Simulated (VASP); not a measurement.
# Ta3Si (Pm-3m) in VASP: single point with r2SCAN

Aim: the single point of Ta3Si with r2SCAN.

All numbers are computed with VASP 6.6.1; they aren't measurements. Logs are shortened: lines on timing, memory, paths and dates and some standing lists are left out, and cuts for length are marked.

### Step 1. The cell of the first run

It takes space group Pm-3m (No. 221, cubic). The conventional cell has a = 4.059 Å, b = 4.059 Å, c = 4.059 Å, α = 90.00°, β = 90.00°, γ = 90.00°. Ta (site symmetry 4/mmm) has 8 Ta at 2.87 Å and 4 Si at 2.87 Å within 3.8 Å. Within 3.8 Å of Si (site symmetry m-3m) lie 12 Ta at 2.87 Å.

### Step 2. Single point, r2SCAN

File POSCAR:

```
Ta3Si
1.0
    4.0591152926      0.0000000000      0.0000000000
    0.0000000000      4.0591152926      0.0000000000
    0.0000000000      0.0000000000      4.0591152926
Ta Si
3 1
Direct
    0.0000000000      0.5000000000      0.5000000000
    0.5000000000      0.0000000000      0.5000000000
    0.5000000000      0.5000000000      0.0000000000
    0.0000000000      0.0000000000      0.0000000000
```

File INCAR.step1:

```
PREC = Accurate ; ENCUT = 520
ISMEAR = 0 ; SIGMA = 0.1
LREAL = False ; LASPH = True
NELM = 100 ; NBANDS = 26
GGA = PE ; ALGO = Normal
EDIFF = 1E-4 ; LWAVE = True
LCHARG = False
```

File INCAR.step2:

```
PREC = Accurate ; ENCUT = 520
EDIFF = 1E-7 ; ISMEAR = 0
SIGMA = 0.1 ; LREAL = False
LASPH = True ; NELM = 100
ALGO = Normal ; ISIF = 2
LWAVE = False ; LCHARG = False
METAGGA = R2SCAN ; LMIXTAU = True
NBANDS = 26 ; ISTART = 1
```

File KPOINTS:

```
regular mesh
0
Gamma
  12 12 12
```

Potentials or basis: VASP PAW PBE potentials, release 64 (Ta_pv, Si).

Launch:

```console
$ cat potpaw_PBE.64/Ta_pv/POTCAR potpaw_PBE.64/Si/POTCAR > POTCAR
$ cp INCAR.step1 INCAR
$ mpirun -np 1 vasp_std > vasp.out
$ cp INCAR.step2 INCAR
$ mpirun -np 1 vasp_std > vasp.out
```

OUTCAR:

```text
PREC = Accurate
   ENCUT = 520
   EDIFF = 1E-7
   ISMEAR = 0
   LREAL = False
   LASPH = True
   NELM = 100
   ISIF = 2
   METAGGA = R2SCAN
   ISTART = 1

 ion  position               nearest neighbor table
   1  0.000  0.500  0.500-   2 2.87   3 2.87   4 2.87   3 2.87   4 2.87   2 2.87   4 2.87   4 2.87
                             2 2.87   3 2.87   3 2.87   2 2.87
   2  0.500  0.000  0.500-   1 2.87   3 2.87   4 2.87   3 2.87   4 2.87   1 2.87   3 2.87   3 2.87
                             1 2.87   4 2.87   4 2.87   1 2.87
   3  0.500  0.500  0.000-   1 2.87   2 2.87   4 2.87   1 2.87   2 2.87   2 2.87   4 2.87   2 2.87
                             1 2.87   4 2.87   1 2.87   4 2.87
   4  0.000  0.000  0.000-   1 2.87   2 2.87   3 2.87   1 2.87   2 2.87   1 2.87   3 2.87   1 2.87
                             2 2.87   3 2.87   2 2.87   3 2.87

  LATTYP: Found a simple cubic cell.
 ALAT       =     4.0591152926

  Lattice vectors:

 A1 = (   4.0591152926,   0.0000000000,   0.0000000000)
 A2 = (   0.0000000000,   4.0591152926,   0.0000000000)
 A3 = (   0.0000000000,   0.0000000000,   4.0591152926)

Analysis of symmetry for initial positions (statically):
=====================================================================
 Subroutine PRICEL returns:
 Original cell was already a primitive cell.

 Routine SETGRP: Setting up the symmetry group for a
 simple cubic supercell.

 Subroutine GETGRP returns: Found 48 space group operations
 (whereof 48 operations were pure point group operations)
 out of a pool of 48 trial point group operations.

The static configuration has the point symmetry O_h .

Analysis of symmetry for dynamics (positions and initial velocities):
=====================================================================
 Subroutine PRICEL returns:
 Original cell was already a primitive cell.

 Routine SETGRP: Setting up the symmetry group for a
 simple cubic supercell.

 Subroutine GETGRP returns: Found 48 space group operations
 (whereof 48 operations were pure point group operations)
 out of a pool of 48 trial point group operations.

The dynamic configuration has the point symmetry O_h .

 Subroutine INISYM returns: Found 48 space group operations
 (whereof 48 operations are pure point group operations),
 and found     1 'primitive' translations

----------------------------------------------------------------------------------------

                                     Primitive cell

  volume of cell :      66.8797

  direct lattice vectors                    reciprocal lattice vectors
     4.059115293  0.000000000  0.000000000     0.246359102  0.000000000  0.000000000
     0.000000000  4.059115293  0.000000000     0.000000000  0.246359102  0.000000000
     0.000000000  0.000000000  4.059115293     0.000000000  0.000000000  0.246359102

  length of vectors
     4.059115293  4.059115293  4.059115293     0.246359102  0.246359102  0.246359102

  position of ions in fractional coordinates (direct lattice)
     0.000000000  0.500000000  0.500000000
     0.500000000  0.000000000  0.500000000
     0.500000000  0.500000000  0.000000000
     0.000000000  0.000000000  0.000000000

  ion indices of the primitive-cell ions
   primitive index   ion index
                 1           1
                 2           2
                 3           3
                 4           4

----------------------------------------------------------------------------------------

 KPOINTS: regular mesh

Automatic generation of k-mesh.
 Grid dimensions read from file:
 generate k-points for:   12   12   12

 Generating k-lattice:

  Cartesian coordinates                     Fractional coordinates (reciprocal lattice)
     0.020529925  0.000000000  0.000000000     0.083333333  0.000000000  0.000000000
     0.000000000  0.020529925  0.000000000     0.000000000  0.083333333  0.000000000
     0.000000000  0.000000000  0.020529925     0.000000000  0.000000000  0.083333333

  Length of vectors
     0.020529925  0.020529925  0.020529925

  Shift w.r.t. Gamma in fractional coordinates (k-lattice)
     0.000000000  0.000000000  0.000000000

 Subroutine IBZKPT returns following result:
 ===========================================

 Found     84 irreducible k-points:

 Following reciprocal coordinates:
            Coordinates               Weight
  0.000000  0.000000  0.000000      1.000000
  0.083333  0.000000  0.000000      6.000000
  0.166667  0.000000  0.000000      6.000000
  0.250000  0.000000  0.000000      6.000000
  0.333333  0.000000  0.000000      6.000000
  0.416667  0.000000  0.000000      6.000000
[... 16 lines left out ...]
  0.333333  0.333333  0.000000     12.000000
  0.416667  0.333333  0.000000     24.000000
 [... further k-points ...]
   k-points           NKPTS =     84   k-points in BZ     NKDIM =     84   number of bands    NBANDS=     26
   number of dos      NEDOS =    301   number of ions     NIONS =      4
   total plane-waves  NPLWV =  27000
   dimension x,y,z NGX =    30 NGY =   30 NGZ =   30
   dimension x,y,z NGXF=    60 NGYF=   60 NGZF=   60
   ions per type =               3   1
   NGX,Y,Z   is equivalent  to a cutoff of  12.29, 12.29, 12.29 a.u.
   NGXF,Y,Z  is equivalent  to a cutoff of  24.57, 24.57, 24.57 a.u.
 SYSTEM =  unknown system
   PREC   = accura    normal or accurate (medium, high low for compatibility)
   ISTART =      1    job   : 0-new  1-cont  2-samecut
   ICHARG =      0    charge: 1-file 2-atom 10-const
   ISPIN  =      1    spin polarized calculation?
   LNONCOLLINEAR =      F non collinear calculations
   LSORBIT =      F    spin-orbit coupling
   LASPH  =      T    aspherical Exc in radial PAW
   ENCUT  =  520.0 eV  38.22 Ry    6.18 a.u.   7.55  7.55  7.55*2*pi/ulx,y,z
   NELM   =    100;   NELMIN=  2; NELMDL=  0     # of ELM steps
   EDIFF  = 0.1E-06   stopping-criterion for ELM
   LREAL  =      F    real-space projection
   EDIFFG = 0.1E-05   stopping-criterion for IOM
   NSW    =      0    number of steps for IOM
   IBRION =     -1    ionic relax: 0-MD 1-quasi-New 2-CG
   NFREE  =      0    steps in history (QN), initial steepest desc. (CG)
   ISIF   =      2    stress and relaxation
   ISYM   =      2    0-nonsym 1-usesym 2-fastsym
   POTIM  = 0.5000    time-step for ionic-motion
   TEBEG  =    0.0;   TEEND  =   0.0 temperature during run
   PSTRESS=    0.0 pullay stress
   NELECT =      37.0000    total number of electrons
   NUPDOWN=      -1.0000    fix difference up-down
   EMIN   =  10.00;   EMAX   =-10.00  energy-range for DOS
   EFERMI =   0.00;   METHOD = LEGACY
   ISMEAR =     0;   SIGMA  =   0.10  broadening in eV -4-tet -1-fermi 0-gaus
   EFERMI_NEDOS =   21; number of points for ismear=-14 and -15
   IALGO  =     38    algorithm
   IMIX   =      4    mixing-type and parameters
     AMIX     =   0.40;   BMIX     =  1.00
     AMIX_MAG =   1.60;   BMIX_MAG =  1.00
  volume/ion in A,a.u.               =      16.72       112.83
  Fermi-wavevector in a.u.,A,eV,Ry     =   1.343932  2.539664 24.574213  1.806154
  Thomas-Fermi vector in A             =   2.471966
   LORBIT       =      0    0 simple, 1 ext, 2 COOP (PROOUT), +10 PAW based schemes
   METAGGA = R2SCAN    functional components
   LHFCALC =     F    Hartree Fock is set to
   AEXX    =    0.0000 exact exchange contribution
   IVDW    =     0    specifies the selected vdW correction
   LEPSILON=     F    determine dielectric tensor
   LRPA    =     F    only Hartree local field effects (RPA)
 non-spin polarized calculation
 Gauss-broadening in eV      SIGMA  =   0.10
  energy-cutoff  :      520.00
  volume of cell :       66.88
 maximum number of plane-waves:      1856
   NGX = 15   NGY = 15   NGZ = 15

 number of electron      37.0000008 magnetization

 Free energy of the ion-electron system (eV)
  ---------------------------------------------------
  ext. energy  EPLUGINS =         0.00000000
  ---------------------------------------------------
  free energy    TOTEN  =      -155.23680493 eV

  energy without entropy =     -155.21626742  energy(sigma->0) =     -155.22653618

 E-fermi :   6.8051     XC(G=0): -13.4832

 val. band max:        6.7998993529   @ k =   0.5000   0.3333   0.3333
 cond. band min:       6.8142541977   @ k =   0.5000   0.4167   0.0833
 fundamental gap:      0.0143548448
 Fermi energy:         6.8051404818

 k-point     1 :       0.0000    0.0000    0.0000
  band No.  band energies     occupation
      1     -28.8707      2.00000
      2     -28.8707      2.00000
      3     -28.8707      2.00000
      4     -28.2800      2.00000
      5     -28.2800      2.00000
      6     -28.2800      2.00000
[... 18 lines left out ...]
     25      12.0358      0.00000
     26      13.6018      0.00000

 k-point     2 :       0.0833    0.0000    0.0000
  band No.  band energies     occupation
      1     -28.8608      2.00000
      2     -28.8608      2.00000
      3     -28.8565      2.00000
      4     -28.2835      2.00000
      5     -28.2835      2.00000
      6     -28.2817      2.00000
[... 18 lines left out ...]
     25      12.0451      0.00000
     26      13.3898      0.00000

 k-point     3 :       0.1667    0.0000    0.0000
  band No.  band energies     occupation
      1     -28.8322      2.00000
      2     -28.8322      2.00000
      3     -28.8146      2.00000
      4     -28.2944      2.00000
      5     -28.2944      2.00000
      6     -28.2864      2.00000
[... 18 lines left out ...]
     25      12.0441      0.00000
     26      12.7984      0.00000

 k-point     4 :       0.2500    0.0000    0.0000
  band No.  band energies     occupation
      1     -28.7887      2.00000
      2     -28.7887      2.00000
      3     -28.7473      2.00000
      4     -28.3137      2.00000
      5     -28.3137      2.00000
      6     -28.2929      2.00000
[... 18 lines left out ...]
     25      11.6581      0.00000
     26      12.1566      0.00000
[... 496 lines left out ...]
      1     -28.7278      2.00000
      2     -28.6946      2.00000
      3     -28.5724      2.00000
      4     -28.4061      2.00000
      5     -28.3810      2.00000
      6     -28.3400      2.00000
[... 18 lines left out ...]
     25      10.5147      0.00000
     26      11.1665      0.00000

 k-point    23 :       0.3333    0.3333    0.0000
  band No.  band energies     occupation
      1     -28.8198      2.00000
      2     -28.6167      2.00000
      3     -28.5887      2.00000
      4     -28.4730      2.00000
      5     -28.3549      2.00000
      6     -28.2925      2.00000
[... 18 lines left out ...]
     25      10.9244      0.00000
     26      11.6931      0.00000

 k-point    24 :       0.4167    0.3333    0.0000
  band No.  band energies     occupation
      1     -28.8075      2.00000
      2     -28.6752      2.00000
      3     -28.5312      2.00000
      4     -28.4345      2.00000
      5     -28.3693      2.00000
      6     -28.3416      2.00000
[... 18 lines left out ...]
     25      10.5092      0.00000
     26      11.2802      0.00000

 [... further k-points ...]
[... 5 lines left out ...]
  --------------------------------------------------------------------------------------
  -------------------------------------------------------------------------------------
  Total        0.2312033      0.2312033      0.2312033      0.0000000      0.0000000     -0.0000000
  in kB        5.5387344      5.5387344      5.5387344      0.0000000      0.0000000     -0.0000000
  external PRESSURE =       5.5387344 kB  Pullay stress =       0.0000000 kB

 VOLUME and BASIS-vectors are now :
 -----------------------------------------------------------------------------
  energy-cutoff  :      520.00
  volume of cell :       66.88
      direct lattice vectors                 reciprocal lattice vectors
     4.059115293  0.000000000  0.000000000     0.246359102  0.000000000  0.000000000
     0.000000000  4.059115293  0.000000000     0.000000000  0.246359102  0.000000000
     0.000000000  0.000000000  4.059115293     0.000000000  0.000000000  0.246359102

 POSITION                                       TOTAL-FORCE (eV/Angst)
 -----------------------------------------------------------------------------------
      0.00000      2.02956      2.02956         0.000000      0.000000      0.000000
      2.02956      0.00000      2.02956         0.000000      0.000000      0.000000
      2.02956      2.02956      0.00000         0.000000      0.000000      0.000000
      0.00000      0.00000      0.00000         0.000000      0.000000      0.000000
 -----------------------------------------------------------------------------------
    total drift:                                0.000000      0.000000     -0.000000

  FREE ENERGIE OF THE ION-ELECTRON SYSTEM (eV)
  ---------------------------------------------------
  free  energy   TOTEN  =      -155.2368049327 eV

  energy  without entropy=     -155.2162674242  energy(sigma->0) =     -155.22653618
```

It took 4.6 min on 1 thread of Intel Xeon Platinum 8559C (Emerald Rapids), shared host; peak memory 0.26 GiB.

Results:

* Free energy: -155.2368 eV
* Pressure: 0.6 GPa

Levels at points of the mesh, in eV from the Fermi level:
| k point | band 16 | band 17 | band 18 | band 19 | band 20 | band 21 | band 22 | band 23 |
| --- | --- | --- | --- | --- | --- | --- | --- | --- |
| (0.00, 0.00, 0.00) | -3.08 | -0.79 | -0.79 | -0.79 | 2.21 | 2.21 | 2.21 | 4.46 |
| (0.50, 0.00, 0.00) | -1.51 | -0.06 | -0.06 | 0.49 | 0.50 | 1.61 | 2.22 | 2.22 |
| (0.50, 0.50, 0.00) | -1.51 | -1.34 | 0.07 | 0.07 | 0.88 | 2.04 | 2.04 | 2.05 |
| (0.50, 0.50, 0.50) | -2.74 | 0.19 | 0.19 | 0.19 | 1.23 | 1.96 | 1.96 | 1.96 |

Caveat: the PAW data sets were made with another functional, which shifts forces and pressure a little; spin-orbit coupling is left out, which moves the levels of the heavy elements.
